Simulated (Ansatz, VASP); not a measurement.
## MnSb in VASP and in Ansatz

POSCAR

```
MnSb
1.0
    0.0000000000      2.7950160000      2.7950160000
    2.7950160000      0.0000000000      2.7950160000
    2.7950160000      2.7950160000      0.0000000000
Sb Mn
1 1
Direct
    0.5000000000      0.5000000000      0.5000000000
    0.0000000000      0.0000000000      0.0000000000
```

Contents of INCAR.step1:

```
SYSTEM = MnSb
ALGO = Normal ; EDIFF = 1E-4
ENCUT = 600 ; GGA = PE
ISMEAR = -1 ; ISPIN = 2
LASPH = .True. ; LCHARG = .False.
LDAU = .True. ; LDAUJ = 0 0
LDAUL = -1 2 ; LDAUTYPE = 2
LDAUU = 0 8 ; LMAXMIX = 4
LREAL = .False. ; LWAVE = .True.
MAGMOM = 0 4 ; NELM = 150
PREC = Accurate ; SIGMA = 0.05
```

Contents of INCAR.step2:

```
SYSTEM = MnSb
ALGO = Normal ; EDIFF = 1E-6
EDIFFG = -0.01 ; ENCUT = 600
IBRION = 2 ; ISIF = 3
ISMEAR = -1 ; ISPIN = 2
ISTART = 1 ; LASPH = .True.
LCHARG = .False. ; LDAU = .True.
LDAUJ = 0 0 ; LDAUL = -1 2
LDAUPRINT = 1 ; LDAUTYPE = 2
LDAUU = 0 8 ; LMAXMIX = 4
LMIXTAU = .True. ; LORBIT = 11
LREAL = .False. ; LWAVE = .False.
MAGMOM = 0 4 ; METAGGA = R2SCAN
NELM = 150 ; NSW = 60
PREC = Accurate ; SIGMA = 0.05
```

The input KPOINTS:

```
k-points
0
Gamma
  8 8 8
  0 0 0
```

Contents of input.yaml:

```yaml
crystal:
  lattice:
    - [0.0, 2.795016, 2.795016]
    - [2.795016, 0.0, 2.795016]
    - [2.795016, 2.795016, 0.0]
  atoms:
    - { symbol: Sb, position: [0.5, 0.5, 0.5] }
    - { symbol: Mn, position: [0.0, 0.0, 0.0], spin: 4.0 }
hamiltonian:
  xc: r2scan
  pseudopotentials: { kind: paw }
  hubbard: { sites: [{ species: Mn, l: d, u_eff: 8.0 }] }
magnetization:
  spin_polarized: true
kpoints:
  mp_grid: { grid: [8, 8, 8] }
scf:
  occupations: { method: fermi_dirac, width: 0.05 }
output:
  forces: true
  stress: true
  eigenvalues: true
  write_density: true
  write_potential: true
  elf: true
  volumetric_format: npy
relax:
  f_tol: 0.01
  max_steps: 40
  cell: { stress_tol: 0.05 }
```

Alike in both runs: task relaxation of cell and atoms; functional r2SCAN; k mesh 8 × 8 × 8; occupations fermi-dirac, width 0.05 eV; collinear spin; Hubbard terms Mn d U = 8.0 eV.

```csv
,VASP,Ansatz
version,VASP 6.6.1,Ansatz 0.2.0
potentials or method,"VASP PAW PBE potentials, release 64 (Sb, Mn_pv)",Ansatz PAW
plane-wave cutoff (eV),600,500
valence electrons in the cell,18,30
```

Ansatz gave:

```
gap on the k mesh at the Fermi level, each at its own relaxed structure (eV) : none
net moment per atom (μB)                                                     : 2.14
size of the moment on the site where the two differ most (μB)                : 4.76
relaxed volume (Å³/atom)                                                     : 26.16
relaxed length of the cell vector where the two differ most in proportion (Å)              : 4.198
```

Which values does VASP return?

gap on the k mesh at the Fermi level, each at its own relaxed structure (eV): none; net moment per atom (μB): 0.87; size of the moment on the site where the two differ most (μB): 1.15; relaxed volume (Å³/atom): 24.76; relaxed length of the cell vector where the two differ most in proportion (Å): 4.122.

The net moments are unlike, so the other rows may belong to different states. VASP's potentials were made for PBE, not for r2SCAN. Site moments also hang on the region over which each program counts them. The programs project onto different local orbitals, so the same U acts differently, and such runs can settle in different states. A gap of «none» marks a metal or a gap that the smearing closes. VASP's potentials hold 18 valence electrons a cell and Ansatz's 30, so a difference there can come from the potentials and not from the codes.

Spin-orbit coupling is off throughout. Noted on Ansatz's run: the magnetic or orbital state may not be the lowest; the volume moved by over 15 % at a fixed basis, so the end points are rough; the plane-wave basis is chosen anew once the cell has moved, so the energies of steps on either side of that aren't comparable.
